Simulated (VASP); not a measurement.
Write the native input for VASP 6.6.1 that does the following.

```yaml
Task: single point
Functional: PBE
Dispersion: D3(BJ)
Potentials_or_basis: VASP PAW PBE potentials, release 64 (C_h, O_h)
Cutoff: 1000 eV
k_mesh: 1 × 1 × 1
Occupations: gaussian, width 0.01 eV
Spin: no spin polarisation
Dipole_correction: no
Further_INCAR_settings: ALGO = Normal; EDIFF = 1e-06; NBANDS = 15; NELMDL = -8
```

The structure of CO2 lies in POSCAR:

```
CO2
1.0
   10.9000000000      0.0000000000      0.0000000000
    0.0000000000      9.2000000000      0.0000000000
    0.0000000000      0.0000000000     10.7000000000
C O
1 2
Direct
    0.5000000000      0.4997750500      0.5000000000
    0.5891285423      0.5002249500      0.4391862549
    0.4108714577      0.5002249500      0.5608137451
```

These files were run (other wordings do the same):

INCAR

```
SYSTEM = CO2
ALGO = Normal
EDIFF = 1E-6
ENCUT = 1000
GGA = PE
GGA_COMPAT = .FALSE.
ISIF = 2
ISMEAR = 0
IVDW = 12
LASPH = .TRUE.
LCHARG = .FALSE.
LREAL = .FALSE.
LWAVE = .FALSE.
NBANDS = 15
NELM = 120
NELMDL = -8
PREC = Accurate
SIGMA = 0.01
```

KPOINTS

```
k-points
0
G
  1 1 1
  0 0 0
```

Potentials or basis: VASP PAW PBE potentials, release 64 (C_h, O_h).

Launch:

```console
$ cat potpaw_PBE.64/C_h/POTCAR potpaw_PBE.64/O_h/POTCAR > POTCAR
$ mpirun -np 1 vasp_gam > vasp.out
```

It gave:

| Quantity | Value |
| --- | --- |
| Largest force | 0.146 eV/Å |
| Gap between the frontier levels | 7.99 eV |
| Dispersion energy per atom | -0.009 eV |

Wall time 3.9 min on 1 thread of Intel(R) Xeon(R) Platinum 8375C CPU @ 2.90GHz (Ice Lake), with other jobs on the host, peak memory 1.6 GiB.
